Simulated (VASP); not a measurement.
# Sr (I4/mmm) in VASP: a series of runs

The runs below take Sr through single point, with PBE+D3(BJ).

Everything below comes from runs of VASP 6.6.1. Logs are shortened: lines on timing, memory, paths and dates and some standing lists are left out, and cuts for length are marked.

**1. The cell of the first run**

The structure is tetragonal, space group I4/mmm (No. 139). The conventional cell has a = 4.303 Å, b = 4.303 Å, c = 6.146 Å, α = 90.00°, β = 90.00°, γ = 90.00°. Sr (site symmetry 4/mmm) has 12 Sr at 4.30 to 4.32 Å within 5.6 Å.

**2. Single point, PBE+D3(BJ) (cell strained by +1.0% along z)**

Contents of INCAR:

```
GGA      = PE             # functional
IVDW     = 12             # dispersion correction
ISMEAR   = 0              # smearing method
SIGMA    = 0.07           # smearing width, eV
LWAVE    = False          # write WAVECAR
LCHARG   = False          # write CHGCAR
ISIF     = 2              # what is computed and relaxed
PREC     = Accurate       # precision mode
LASPH    = True           # aspherical terms in the spheres
LREAL    = False          # projectors in reciprocal space
ALGO     = Normal         # electronic algorithm
EDIFF    = 1E-6           # SCF threshold, eV
NELM     = 120            # most SCF steps
GGA_COMPAT= False        
ENCUT    = 300            # plane-wave cutoff, eV
```

Contents of KPOINTS:

```
Automatic mesh
0
Gamma
  10 10 10
  0 0 0
```

Contents of POSCAR:

```
Sr
1.0
    0.0000000000      3.0423500000      3.0727735000
    3.0423500000      0.0000000000      3.0727735000
    3.0423500000      3.0423500000      0.0000000000
Sr
1
Direct
    0.0000000000      0.0000000000      0.0000000000
```

Potentials or basis: VASP PAW PBE potentials, release 64 (Sr_sv).

Command:

```
cat potpaw_PBE.64/Sr_sv/POTCAR > POTCAR
mpirun -np 1 vasp_std > vasp.out
```

OUTCAR:

```text
GGA = PE
   IVDW = 12
   ISMEAR = 0
   ISIF = 2
   PREC = Accurate
   LASPH = True
   LREAL = False
   EDIFF = 1E-6
   NELM = 120
   ENCUT = 300
 IVDW          = 12

 s9            =  0.00000000  s9, scaling of the three-body dispersion

 Found    102 irreducible k-points:

 Following reciprocal coordinates:
            Coordinates               Weight
  0.000000  0.000000  0.000000      1.000000
  0.100000  0.000000  0.000000      8.000000
  0.200000  0.000000  0.000000      8.000000
  0.300000 -0.000000  0.000000      8.000000
  0.400000  0.000000  0.000000      8.000000
  0.500000 -0.000000  0.000000      4.000000
   k-points           NKPTS =    102   k-points in BZ     NKDIM =    102   number of bands    NBANDS=      9
   number of dos      NEDOS =    301   number of ions     NIONS =      1
   total plane-waves  NPLWV =  13824
   dimension x,y,z NGX =    24 NGY =   24 NGZ =   24
   dimension x,y,z NGXF=    48 NGYF=   48 NGZF=   48
   ions per type =               1
   NGX,Y,Z   is equivalent  to a cutoff of   9.23,  9.23,  9.27 a.u.
   NGXF,Y,Z  is equivalent  to a cutoff of  18.45, 18.45, 18.55 a.u.
 SYSTEM =  unknown system
   PREC   = accura    normal or accurate (medium, high low for compatibility)
   ISTART =      0    job   : 0-new  1-cont  2-samecut
   ICHARG =      2    charge: 1-file 2-atom 10-const
   ISPIN  =      1    spin polarized calculation?
   LNONCOLLINEAR =      F non collinear calculations
   LSORBIT =      F    spin-orbit coupling
   LASPH  =      T    aspherical Exc in radial PAW
   ENCUT  =  300.0 eV  22.05 Ry    4.70 a.u.   6.11  6.11  6.08*2*pi/ulx,y,z
   NELM   =    120;   NELMIN=  2; NELMDL= -5     # of ELM steps
   EDIFF  = 0.1E-05   stopping-criterion for ELM
   LREAL  =      F    real-space projection
   EDIFFG = 0.1E-04   stopping-criterion for IOM
   NSW    =      0    number of steps for IOM
   IBRION =     -1    ionic relax: 0-MD 1-quasi-New 2-CG
   NFREE  =      0    steps in history (QN), initial steepest desc. (CG)
   ISIF   =      2    stress and relaxation
   ISYM   =      2    0-nonsym 1-usesym 2-fastsym
   POTIM  = 0.5000    time-step for ionic-motion
   TEBEG  =    0.0;   TEEND  =   0.0 temperature during run

   SCALEE = 1.0000    scale energy and forces
   PSTRESS=    0.0 pullay stress
   NELECT =      10.0000    total number of electrons
   NUPDOWN=      -1.0000    fix difference up-down
   EMIN   =  10.00;   EMAX   =-10.00  energy-range for DOS
   EFERMI =   0.00;   METHOD = LEGACY
   ISMEAR =     0;   SIGMA  =   0.07  broadening in eV -4-tet -1-fermi 0-gaus
   EFERMI_NEDOS =   21; number of points for ismear=-14 and -15
   IALGO  =     38    algorithm
   IMIX   =      4    mixing-type and parameters
     AMIX     =   0.40;   BMIX     =  1.00
     AMIX_MAG =   1.60;   BMIX_MAG =  1.00
  volume/ion in A,a.u.               =      56.88       383.86
  Fermi-wavevector in a.u.,A,eV,Ry     =   0.917097  1.733062 11.443406  0.841067
  Thomas-Fermi vector in A             =   2.042027
   LORBIT       =      0    0 simple, 1 ext, 2 COOP (PROOUT), +10 PAW based schemes
   GGA     = PE    functional components
   LHFCALC =     F    Hartree Fock is set to
   AEXX    =    0.0000 exact exchange contribution
   IVDW    =    12    specifies the selected vdW correction
   LEPSILON=     F    determine dielectric tensor
   LRPA    =     F    only Hartree local field effects (RPA)

   CSHIFT  =0.1000    complex shift for real part using Kramers Kronig

   OMEGAMAX=  -1.0    maximum frequency
 non-spin polarized calculation
 Gauss-broadening in eV      SIGMA  =   0.07
  energy-cutoff  :      300.00
  volume of cell :       56.88
 maximum number of plane-waves:       688
   NGX = 13   NGY = 13   NGZ = 13

 number of electron      10.0000001 magnetization

 Free energy of the ion-electron system (eV)
  ---------------------------------------------------
  ext. energy  EPLUGINS =         0.00000000
  ---------------------------------------------------
  free energy    TOTEN  =        -1.63608643 eV

  energy without entropy =       -1.63045308  energy(sigma->0) =       -1.63326975

 E-fermi :   1.4859     XC(G=0):  -7.2499

 val. band max:        1.4805900684   @ k =  -0.3000   0.4000   0.1000
 cond. band min:       1.4949810496   @ k =   0.5000  -0.0000   0.0000
 fundamental gap:      0.0143909812
 Fermi energy:         1.4858523246

 k-point     1 :       0.0000    0.0000    0.0000
  band No.  band energies     occupation
      1     -35.2160      2.00000
      2     -17.1079      2.00000
      3     -17.1072      2.00000
      4     -17.1072      2.00000
      5      -2.1253      2.00000
      6       3.7432      0.00000
      7       3.7937      0.00000
      8       3.7937      0.00000
      9       5.1651      0.00000

 k-point     2 :       0.1000    0.0000    0.0000
  band No.  band energies     occupation
      1     -35.2149      2.00000
      2     -17.1246      2.00000
      3     -17.1102      2.00000
      4     -17.1095      2.00000
      5      -1.9699      2.00000
      6       3.5382      0.00000
      7       3.8311      0.00000
      8       3.8655      0.00000
      9       5.1217      0.00000

 k-point     3 :       0.2000    0.0000    0.0000
  band No.  band energies     occupation
      1     -35.2120      2.00000
      2     -17.1684      2.00000
      3     -17.1165      2.00000
      4     -17.1151      2.00000
      5      -1.5239      2.00000
      6       3.0118      0.00000
      7       3.9214      0.00000
      8       3.9698      0.00000
      9       5.0201      0.00000

 k-point     4 :       0.3000   -0.0000    0.0000
  band No.  band energies     occupation
      1     -35.2083      2.00000
      2     -17.2217      2.00000
      3     -17.1243      2.00000
      4     -17.1222      2.00000
      5      -0.8529      2.00000
      6       2.4229      0.00000
      7       3.8209      0.00000
      8       3.8831      0.00000
      9       5.3509      0.00000

 k-point     5 :       0.4000    0.0000    0.0000
  band No.  band energies     occupation
      1     -35.2054      2.00000
      2     -17.2644      2.00000
      3     -17.1306      2.00000
      4     -17.1278      2.00000
      5      -0.0930      2.00000
      6       1.8522      0.00000
      7       3.6593      0.00000
      8       3.7238      0.00000
      9       5.9004      0.00000

 k-point     6 :       0.5000   -0.0000    0.0000
  band No.  band energies     occupation
      1     -35.2042      2.00000
      2     -17.2805      2.00000
      3     -17.1329      2.00000
      4     -17.1299      2.00000
      5       0.3662      2.00000
      6       1.4950      0.85368
      7       3.5927      0.00000
      8       3.6572      0.00000
      9       6.2007      0.00000

 [... further k-points ...]

------------------------ aborting loop because EDIFF is reached ----------------------------------------

 Edisp (eV)   -0.18910

 E8    (eV) :    -0.1036

  FORCE on cell =-STRESS in cart. coord.  units (eV):
  Direction    XX          YY          ZZ          XY          YZ          ZX
  --------------------------------------------------------------------------------------
  -------------------------------------------------------------------------------------
  Total      -0.35653    -0.35653    -0.36650     0.00000     0.00000    -0.00000
  in kB     -10.04209   -10.04209   -10.32296     0.00000     0.00000    -0.00000
  external pressure =      -10.14 kB  Pullay stress =        0.00 kB

 VOLUME and BASIS-vectors are now :
 -----------------------------------------------------------------------------
  energy-cutoff  :      300.00
  volume of cell :       56.88
      direct lattice vectors                 reciprocal lattice vectors
     0.000000000  3.042350000  3.072773500    -0.164346640  0.164346640  0.162719445
     3.042350000  0.000000000  3.072773500     0.164346640 -0.164346640  0.162719445
     3.042350000  3.042350000  0.000000000     0.164346640  0.164346640 -0.162719445

 POSITION                                       TOTAL-FORCE (eV/Angst)
 -----------------------------------------------------------------------------------
      0.00000      0.00000      0.00000         0.000000     -0.000000      0.000000
 -----------------------------------------------------------------------------------
    total drift:                               -0.000000     -0.000000     -0.000000

  FREE ENERGIE OF THE ION-ELECTRON SYSTEM (eV)
  ---------------------------------------------------
  free  energy   TOTEN  =        -1.8251846893 eV

  energy  without entropy=       -1.8195513383  energy(sigma->0) =       -1.82236801
```

Run time: 9.9 s. Hardware: 1 thread of AMD EPYC 9R45 (Zen 5), shared host; peak memory 0.13 GiB.

Results:

| Property | Result |
| --- | --- |
| Free energy | -1.8252 eV |
| Pressure | -1.0 GPa |
| Band gap on the k mesh | zero (bands 5 and 6 overlap by 0.05 eV) |
| Dispersion energy per atom | -0.189 eV |

Caveat: the cell differs from its parent crystal (cell strained by +1.0% along z).

**3. Single point, PBE+D3(BJ) (cell strained by +1.0% along z)**

INCAR, as its differences from that of step 2:

```diff
@@ -3,3 +3,3 @@
 ISMEAR   = 0              # smearing method
-SIGMA    = 0.07           # smearing width, eV
+SIGMA    = 0.04           # smearing width, eV
 LWAVE    = False          # write WAVECAR
@@ -11,5 +11,5 @@
 ALGO     = Normal         # electronic algorithm
-EDIFF    = 1E-6           # SCF threshold, eV
+EDIFF    = 1E-8           # SCF threshold, eV
 NELM     = 120            # most SCF steps
 GGA_COMPAT= False        
-ENCUT    = 300            # plane-wave cutoff, eV
+ENCUT    = 600            # plane-wave cutoff, eV
```

Contents of KPOINTS:

```
Automatic mesh
0
Gamma
  17 17 17
  0 0 0
```

POSCAR is that of step 2.

Potentials or basis: VASP PAW PBE potentials, release 64 (Sr_sv).

Command:

```
cat potpaw_PBE.64/Sr_sv/POTCAR > POTCAR
mpirun -np 1 vasp_std > vasp.out
```

Wall time 2.7 min (1 thread of AMD EPYC 9R45 (Zen 5), shared host); peak memory 0.39 GiB.

It converged, with:

```yaml
Free_energy: -1.8237 eV
Pressure: -0.9 GPa
Band_gap_on_the_k_mesh: zero (bands 5 and 6 overlap by 0.06 eV)
Dispersion_energy_per_atom: -0.189 eV
```

Levels at points of the mesh, in eV from the Fermi level:
| k point | band 2 | band 3 | band 4 | band 5 | band 6 | band 7 | band 8 | band 9 |
| --- | --- | --- | --- | --- | --- | --- | --- | --- |
| (0.00, 0.00, 0.00) | -18.60 | -18.60 | -18.60 | -3.61 | 2.26 | 2.31 | 2.31 | 3.66 |

Caveat: the cell differs from its parent crystal (cell strained by +1.0% along z).
